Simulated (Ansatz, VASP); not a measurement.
**One calculation of Sb, two programs**

```
Sb
1.0
    -2.94442    2.94632    1.57302
     2.94632   -2.94442    1.57302
     2.97901    2.97901   -1.56953
Sb
2
Direct
  0.99997 0.00003 0.00000
  0.75003 0.24997 0.50000
```

Alike in both runs: task single point; functional LDA; k mesh 13 × 13 × 9; occupations fermi-dirac, width 0.1 eV; no spin polarisation.

|  | VASP | Ansatz |
| --- | --- | --- |
| version | VASP 6.6.1 | Ansatz 0.2.0 |
| potentials or method | VASP PAW LDA potentials, release 64 (Sb), cutoff 520 eV | plane waves (420 eV) with PAW, scalar-relativistic |
| valence electrons in the cell | 10 | 30 |

Ansatz gave:

```
pressure (GPa)                                                : 0.1
traceless stress, the component that is largest in VASP (GPa) : -0.51
```

Q: Estimate VASP's values.

A: Pressure (GPa): 0.3; traceless stress, the component that is largest in VASP (GPa): -0.52.

Ansatz warns that its potentials were made for another functional, while VASP's fit it. LDA's correlation is that of Perdew and Zunger in VASP and of Perdew and Wang (1992) in Ansatz. VASP's potentials hold 10 valence electrons a cell and Ansatz's 30, so a difference there can come from the potentials and not from the codes.

Spin-orbit coupling is off throughout.
